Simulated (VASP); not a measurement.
Wanted: the native input for a VASP 6.6.1 run.

| Property | Result |
| --- | --- |
| Task | single point |
| Functional | PBE |
| Potentials or basis | VASP PAW PBE potentials, release 64 (Hf_pv, Mo_sv, Se) |
| Cutoff | 520 eV |
| k mesh | 4 × 4 × 4 |
| Occupations | gaussian, width 0.1 eV |
| Spin | collinear spin |
| Starting moments | [0.0, 1.0, 0.0, 0.0, 0.0, 0.0] μB |
| Dipole correction | no |
| Further INCAR settings | ALGO = Normal; EDIFF = 1e-06; NBANDS = 37 |

The structure of HfMoSe4 lies in POSCAR:

```
HfMoSe4
1.0
    4.5342817900      0.0000000000      0.0000000000
    0.0000000000      4.5342817900      0.0000000000
    0.0000000000      0.0000000000      6.4202131800
Hf Mo Se
1 1 4
Direct
    0.0000000000      0.0000000000      0.0000000000
    0.5000000000      0.5000000000      0.5000000000
    0.5000000000      0.0000000000      0.7458124800
    0.0000000000      0.5000000000      0.2541875200
    0.5000000000      0.0000000000      0.2541875200
    0.0000000000      0.5000000000      0.7458124800
```

The cell was built from a structure type or drawn by symmetry, and may not be a known phase.

The input as run:

INCAR

```
ALGO = Normal
EDIFF = 1E-6
ENCUT = 520
GGA = PE
ISIF = 2
ISMEAR = 0
ISPIN = 2
LASPH = True
LCHARG = False
LMAXMIX = 4
LORBIT = 11
LREAL = False
LWAVE = False
MAGMOM = 0 1 0 0 0 0
NBANDS = 37
NELM = 150
PREC = Accurate
SIGMA = 0.1
```

KPOINTS

```
k-points
0
Gamma
  4 4 4
```

Potentials or basis: VASP PAW PBE potentials, release 64 (Hf_pv, Mo_sv, Se).

Run with:

```sh
$ cat potpaw_PBE.64/Hf_pv/POTCAR potpaw_PBE.64/Mo_sv/POTCAR potpaw_PBE.64/Se/POTCAR > POTCAR
$ mpirun -np 1 vasp_std > vasp.out
```

It gave:

- Pressure: 0.1 GPa
- Largest force: 0.281 eV/Å
- Net moment: 1.85 μB per cell
- Site moments: Hf +0.10; Mo +1.60; Se -0.03 μB
- Valence electrons inside the program's atomic spheres: Hf 8.11; Mo 12.11; Se 3.86

It took 4 min on 1 thread of AMD EPYC 7R43 64-Core Processor (Zen 3), on a shared host, peak memory 0.34 GiB.
